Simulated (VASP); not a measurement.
# TiSi4Mo (P1) in VASP: single point with PBE

Aim: the single point of TiSi4Mo with PBE.

Program: VASP 6.6.1. These are calculated values, not measurements. Logs are shortened: lines on timing, memory, paths and dates and some standing lists are left out, and cuts for length are marked.

**1. The cell of the first run**

The typed cell holds 12 atoms: a = 4.761 Å, b = 4.883 Å, c = 7.579 Å, α = 78.57°, β = 80.22°, γ = 76.28°.

**2. Single point, PBE**

Contents of INCAR:

```
SYSTEM = TiSi4Mo
ALGO     = Normal         ! electronic algorithm
EDIFF    = 1E-6           ! SCF threshold, eV
ENCUT    = 520            ! plane-wave cutoff, eV
GGA      = PE             ! functional
ISIF     = 2              ! what is computed and relaxed
ISMEAR   = 0              ! smearing method
LASPH    = .TRUE.         ! aspherical terms in the spheres
LCHARG   = .FALSE.        ! write CHGCAR
LREAL    = .FALSE.        ! projectors in reciprocal space
LWAVE    = .FALSE.        ! write WAVECAR
NBANDS   = 54             ! bands
NELM     = 100            ! most SCF steps
PREC     = Accurate       ! precision mode
SIGMA    = 0.2            ! smearing width, eV
```

Contents of KPOINTS:

```
k-points
0
G
  6 6 4
  0 0 0
```

Contents of POSCAR:

```
TiSi4Mo
1.0
   -2.3479726749     -4.1419830436     -0.0001916073
   -2.3464463138     -0.0010348852     -4.2822870106
    4.6893813740     -4.1383240868     -4.2813883861
Ti Si Mo
2 8 2
Direct
    0.8749513491      0.8750324447      0.6249820361
    0.3749806929      0.3750217854      0.1249694873
    0.7396476089      0.4202219971      0.5799015794
    0.2396275344      0.9202006801      0.0799061981
    0.7604239967      0.0798681547      0.9202202436
    0.2604164507      0.5798898127      0.4202066774
    0.8543031412      0.5484006588      0.9514479660
    0.3543157840      0.0483933696      0.4514481225
    0.3957179471      0.7014042095      0.7984532421
    0.8957180657      0.2014059500      0.2984460856
    0.2499450120      0.2500837792      0.7500089181
    0.7499524171      0.7500771583      0.2500094438
```

Potentials or basis: VASP PAW PBE potentials, release 64 (Ti_sv, Si, Mo_sv).

Run with:

```
> cat potpaw_PBE.64/Ti_sv/POTCAR potpaw_PBE.64/Si/POTCAR potpaw_PBE.64/Mo_sv/POTCAR > POTCAR
> mpirun -np 1 vasp_std > vasp.out
```

OUTCAR:

```text
SYSTEM = TiSi4Mo
   EDIFF = 1E-6
   ENCUT = 520
   GGA = PE
   ISIF = 2
   ISMEAR = 0
   LASPH = .TRUE.
   LREAL = .FALSE.
   NELM = 100
   PREC = Accurate

 ion  position               nearest neighbor table
   1  0.875  0.875  0.625-   6 2.55   3 2.55   5 2.55   3 2.55  10 2.67   7 2.67   9 2.67   8 2.67
                             8 2.87   9 2.87  12 3.20  11 3.20  11 3.20  11 3.20
   2  0.375  0.375  0.125-   5 2.55   4 2.55   6 2.55   4 2.55   9 2.67   8 2.67   7 2.67  10 2.67
                             7 2.87  10 2.87  11 3.20  12 3.20  12 3.20  12 3.20
   3  0.740  0.420  0.580-   9 2.49  10 2.50   1 2.55   1 2.55   6 2.65  12 2.69  11 2.69   5 2.78
                             6 2.78  11 2.82
   4  0.240  0.920  0.080-  10 2.49   9 2.50   2 2.55   2 2.55   5 2.65  11 2.69  12 2.69   6 2.78
                             5 2.78  12 2.82
   5  0.760  0.080  0.920-   7 2.50   7 2.50   2 2.55   1 2.55   4 2.65  12 2.69  11 2.69   3 2.78
                             4 2.78  11 2.82
   6  0.260  0.580  0.420-   8 2.50   8 2.50   1 2.55   2 2.55   3 2.65  11 2.69  12 2.69   4 2.78
                             3 2.78  12 2.82
   7  0.854  0.548  0.951-   5 2.50   5 2.50   9 2.53  11 2.57  12 2.57   1 2.67   2 2.67  10 2.84
                             9 2.85   2 2.87
   8  0.354  0.048  0.451-   6 2.50   6 2.50  10 2.53  12 2.57  11 2.57   2 2.67   1 2.67   9 2.84
                            10 2.85   1 2.87
   9  0.396  0.701  0.798-   3 2.49   4 2.50   7 2.53  11 2.57  11 2.57   2 2.67   1 2.67   8 2.84
                             7 2.85   1 2.87
  10  0.896  0.201  0.298-   4 2.49   3 2.50   8 2.53  12 2.57  12 2.57   1 2.67   2 2.67   7 2.84
                             8 2.85   2 2.87
  11  0.250  0.250  0.750-   7 2.57   9 2.57   8 2.57   9 2.57   6 2.69   4 2.69   5 2.69   3 2.69
                             3 2.82   5 2.82   2 3.20   1 3.20   1 3.20   1 3.20
  12  0.750  0.750  0.250-   8 2.57  10 2.57   7 2.57  10 2.57   5 2.69   3 2.69   6 2.69   4 2.69
                             4 2.82   6 2.82   1 3.20   2 3.20   2 3.20   2 3.20

  LATTYP: Found a triclinic cell.
 ALAT       =     4.8830106917
 B/A-ratio  =     2.2756894670
 C/A-ratio  =     4.3591885987
 COS(alpha) =     0.0002133775
 COS(beta)  =     0.6529961676
 COS(gamma) =     0.7436740974

  Lattice vectors:

 A1 = (   2.3464463138,   0.0010348852,   4.2822870106)
 A2 = (   9.3822740016,  -4.1362543164,   4.2831856351)
 A3 = (  -2.3378974455,  12.4207009876,  17.1275424007)

Analysis of symmetry for initial positions (statically):
=====================================================================
 Subroutine PRICEL returns:
 Original cell was already a primitive cell.

 Routine SETGRP: Setting up the symmetry group for a
 triclinic supercell.

 Subroutine GETGRP returns: Found  1 space group operations
 (whereof  1 operations were pure point group operations)
 out of a pool of  2 trial point group operations.

The static configuration has the point symmetry C_1 .

Analysis of symmetry for dynamics (positions and initial velocities):
=====================================================================
 Subroutine PRICEL returns:
 Original cell was already a primitive cell.

 Routine SETGRP: Setting up the symmetry group for a
 triclinic supercell.

 Subroutine GETGRP returns: Found  1 space group operations
 (whereof  1 operations were pure point group operations)
 out of a pool of  2 trial point group operations.

The dynamic configuration has the point symmetry C_1 .

 Subroutine INISYM returns: Found  1 space group operations
 (whereof  1 operations are pure point group operations),
 and found     1 'primitive' translations

----------------------------------------------------------------------------------------

                                     Primitive cell

  volume of cell :     166.3842

  direct lattice vectors                    reciprocal lattice vectors
    -2.347972675 -4.141983044 -0.000191607    -0.106482843 -0.181070848  0.058390216
    -2.346446314 -0.001034885 -4.282287011    -0.106576508  0.060423301 -0.175136901
     4.689381374 -4.138324087 -4.281388386     0.106603643 -0.060427879 -0.058398045

  length of vectors
     4.761197250  4.883010692  7.579334432     0.218024460  0.213734558  0.135743129

  position of ions in fractional coordinates (direct lattice)
     0.874951349  0.875032445  0.624982036
     0.374980693  0.375021785  0.124969487
     0.739647609  0.420221997  0.579901579
     0.239627534  0.920200680  0.079906198
     0.760423997  0.079868155  0.920220244
     0.260416451  0.579889813  0.420206677
     0.854303141  0.548400659  0.951447966
[... 32 lines left out ...]
    -0.017747141 -0.030178475  0.009731703     0.166666667 -0.000000000 -0.000000000
    -0.017762751  0.010070550 -0.029189483    -0.000000000  0.166666667  0.000000000
     0.026650911 -0.015106970 -0.014599511     0.000000000  0.000000000  0.250000000

  Length of vectors
     0.036337410  0.035622426  0.033935782

  Shift w.r.t. Gamma in fractional coordinates (k-lattice)
     0.000000000  0.000000000  0.000000000

 Subroutine IBZKPT returns following result:
 ===========================================

 Found     76 irreducible k-points:

 Following reciprocal coordinates:
            Coordinates               Weight
  0.000000  0.000000  0.000000      1.000000
  0.166667 -0.000000 -0.000000      2.000000
  0.333333 -0.000000  0.000000      2.000000
  0.500000 -0.000000  0.000000      1.000000
 -0.000000  0.166667 -0.000000      2.000000
  0.166667  0.166667 -0.000000      2.000000
[... 16 lines left out ...]
  0.333333 -0.000000  0.250000      2.000000
  0.500000 -0.000000  0.250000      2.000000
 [... further k-points ...]
   k-points           NKPTS =     76   k-points in BZ     NKDIM =     76   number of bands    NBANDS=     54
   number of dos      NEDOS =    301   number of ions     NIONS =     12
   total plane-waves  NPLWV =  72576
   dimension x,y,z NGX =    36 NGY =   36 NGZ =   56
   dimension x,y,z NGXF=    72 NGYF=   72 NGZF=  112
   ions per type =               2   8   2
   NGX,Y,Z   is equivalent  to a cutoff of  12.57, 12.26, 12.28 a.u.
   NGXF,Y,Z  is equivalent  to a cutoff of  25.14, 24.51, 24.57 a.u.
 SYSTEM =  TiSi4Mo
   PREC   = accura    normal or accurate (medium, high low for compatibility)
   ISTART =      0    job   : 0-new  1-cont  2-samecut
   ICHARG =      2    charge: 1-file 2-atom 10-const
   ISPIN  =      1    spin polarized calculation?
   LNONCOLLINEAR =      F non collinear calculations
   LSORBIT =      F    spin-orbit coupling
   LASPH  =      T    aspherical Exc in radial PAW
   ENCUT  =  520.0 eV  38.22 Ry    6.18 a.u.   8.85  9.08 14.09*2*pi/ulx,y,z
   NELM   =    100;   NELMIN=  2; NELMDL= -5     # of ELM steps
   EDIFF  = 0.1E-05   stopping-criterion for ELM
   LREAL  =      F    real-space projection
   EDIFFG = 0.1E-04   stopping-criterion for IOM
   NSW    =      0    number of steps for IOM
   IBRION =     -1    ionic relax: 0-MD 1-quasi-New 2-CG
   NFREE  =      0    steps in history (QN), initial steepest desc. (CG)
   ISIF   =      2    stress and relaxation
   ISYM   =      2    0-nonsym 1-usesym 2-fastsym
   POTIM  = 0.5000    time-step for ionic-motion
   TEBEG  =    0.0;   TEEND  =   0.0 temperature during run
   PSTRESS=    0.0 pullay stress
   NELECT =      84.0000    total number of electrons
   NUPDOWN=      -1.0000    fix difference up-down
   EMIN   =  10.00;   EMAX   =-10.00  energy-range for DOS
   EFERMI =   0.00;   METHOD = LEGACY
   ISMEAR =     0;   SIGMA  =   0.20  broadening in eV -4-tet -1-fermi 0-gaus
   EFERMI_NEDOS =   21; number of points for ismear=-14 and -15
   IALGO  =     38    algorithm
   IMIX   =      4    mixing-type and parameters
     AMIX     =   0.40;   BMIX     =  1.00
     AMIX_MAG =   1.60;   BMIX_MAG =  1.00
  volume/ion in A,a.u.               =      13.87        93.57
  Fermi-wavevector in a.u.,A,eV,Ry     =   1.303559  2.463369 23.119907  1.699265
  Thomas-Fermi vector in A             =   2.434553
   LORBIT       =      0    0 simple, 1 ext, 2 COOP (PROOUT), +10 PAW based schemes
   GGA     = PE    functional components
   LHFCALC =     F    Hartree Fock is set to
   AEXX    =    0.0000 exact exchange contribution
   IVDW    =     0    specifies the selected vdW correction
   LEPSILON=     F    determine dielectric tensor
   LRPA    =     F    only Hartree local field effects (RPA)
 non-spin polarized calculation
 Gauss-broadening in eV      SIGMA  =   0.20
  energy-cutoff  :      520.00
  volume of cell :      166.38
 maximum number of plane-waves:      4499
   NGX = 17   NGY = 19   NGZ = 29

 number of electron      84.0000004 magnetization

 Free energy of the ion-electron system (eV)
  ---------------------------------------------------
  ext. energy  EPLUGINS =         0.00000000
  ---------------------------------------------------
  free energy    TOTEN  =       -87.02503010 eV

  energy without entropy =      -86.94373995  energy(sigma->0) =      -86.98438503

 E-fermi :  11.2830     XC(G=0): -12.0148

 val. band max:       11.2552823901   @ k =   0.1667   0.5000   0.5000
 cond. band min:      11.2846608768   @ k =   0.3333   0.3333   0.2500
 fundamental gap:      0.0293784867
 Fermi energy:        11.2829568451

 k-point     1 :       0.0000    0.0000    0.0000
  band No.  band energies     occupation
      1     -49.5989      2.00000
      2     -49.5987      2.00000
      3     -45.2797      2.00000
      4     -45.2796      2.00000
      5     -23.7930      2.00000
      6     -23.7916      2.00000
[... 1357 lines left out ...]
     53      14.2928      0.00000
     54      14.4585      0.00000

 [... further k-points ...]
[... 5 lines left out ...]
  --------------------------------------------------------------------------------------
  -------------------------------------------------------------------------------------
  Total        0.0348822      0.0560639      0.0115636     -0.0098139      0.0012803      0.0178208
  in kB        0.3358940      0.5398605      0.1113507     -0.0945020      0.0123282      0.1716038
  external PRESSURE =       0.3290351 kB  Pullay stress =       0.0000000 kB

 VOLUME and BASIS-vectors are now :
 -----------------------------------------------------------------------------
  energy-cutoff  :      520.00
  volume of cell :      166.38
      direct lattice vectors                 reciprocal lattice vectors
    -2.347972675 -4.141983044 -0.000191607    -0.106482843 -0.181070848  0.058390216
    -2.346446314 -0.001034885 -4.282287011    -0.106576508  0.060423301 -0.175136901
     4.689381374 -4.138324087 -4.281388386     0.106603643 -0.060427879 -0.058398045

 POSITION                                       TOTAL-FORCE (eV/Angst)
 -----------------------------------------------------------------------------------
     -1.17680     -6.21132     -6.42310        -0.000950     -0.008272      0.002845
     -1.17438     -2.07072     -2.14107         0.001289     -0.007149      0.002373
     -0.00332     -5.46386     -4.28244        -0.000132      0.007650      0.000909
     -2.34713     -1.32416     -4.28272        -0.001498      0.007214      0.000049
      2.34240     -6.95792     -4.28198        -0.000381     -0.002567      0.000476
     -0.00162     -2.81819     -4.28237         0.000714     -0.003065      0.000859
      1.16903     -7.47648     -6.42209        -0.000924     -0.000891     -0.000535
      1.17154     -3.33586     -2.14013        -0.000943     -0.000421     -0.001475
      1.16931     -4.94404     -6.42218         0.001413      0.000430     -0.000021
     -1.17618     -4.94532     -2.14041         0.001629     -0.000181     -0.000370
      2.34341     -4.13931     -4.28206        -0.000050      0.003488     -0.002342
     -2.34849     -4.14169     -4.28258        -0.000168      0.003763     -0.002768
 -----------------------------------------------------------------------------------
    total drift:                               -0.000060      0.000034      0.000024

  FREE ENERGIE OF THE ION-ELECTRON SYSTEM (eV)
  ---------------------------------------------------
  free  energy   TOTEN  =       -87.0250300966 eV

  energy  without entropy=      -86.9437399540  energy(sigma->0) =      -86.98438503
```

Wall time 9 min (1 thread of Intel Xeon Platinum 8375C at 2.90GHz (Ice Lake), shared host); peak memory 0.63 GiB.

What came out:

* Free energy: -87.0250 eV
* Pressure: 0.0 GPa
* Largest force: 0.009 eV/Å
* Band gap on the k mesh: zero (band 42 reaches 11.61 eV, above the bottom of band 43 at 10.88 eV)

Forces in eV/Å, atoms in the order of the input:
```
Ti  -0.001 -0.008  0.003
Ti   0.001 -0.007  0.002
Si   0.000  0.008  0.001
Si  -0.001  0.007  0.000
Si   0.000 -0.003  0.000
Si   0.001 -0.003  0.001
Si  -0.001 -0.001 -0.001
Si  -0.001  0.000 -0.001
Si   0.001  0.000  0.000
Si   0.002  0.000  0.000
Mo   0.000  0.003 -0.002
Mo   0.000  0.004 -0.003
```

Levels at points of the mesh, in eV from the Fermi level:
| k point | band 40 | band 41 | band 42 | band 43 | band 44 | band 45 |
| --- | --- | --- | --- | --- | --- | --- |
| (0.00, 0.00, 0.00) | -1.08 | -0.88 | -0.09 | 0.55 | 0.90 | 1.15 |
| (0.50, 0.00, 0.00) | -1.83 | -0.39 | -0.39 | 0.63 | 0.63 | 1.82 |
| (0.00, 0.50, 0.00) | -1.82 | -0.63 | -0.63 | 0.28 | 0.28 | 1.19 |
| (0.50, 0.50, 0.00) | -0.88 | -0.61 | -0.38 | -0.10 | 0.55 | 0.89 |
| (0.00, 0.00, 0.50) | -1.89 | -1.53 | -1.53 | 0.57 | 0.57 | 1.92 |
| (0.50, 0.00, 0.50) | -0.88 | -0.10 | -0.06 | 0.55 | 0.60 | 0.89 |
| (0.00, 0.50, 0.50) | -0.88 | -0.55 | -0.22 | -0.09 | 0.55 | 0.90 |
| (0.50, 0.50, 0.50) | -0.95 | -0.30 | -0.30 | -0.03 | -0.03 | 1.00 |
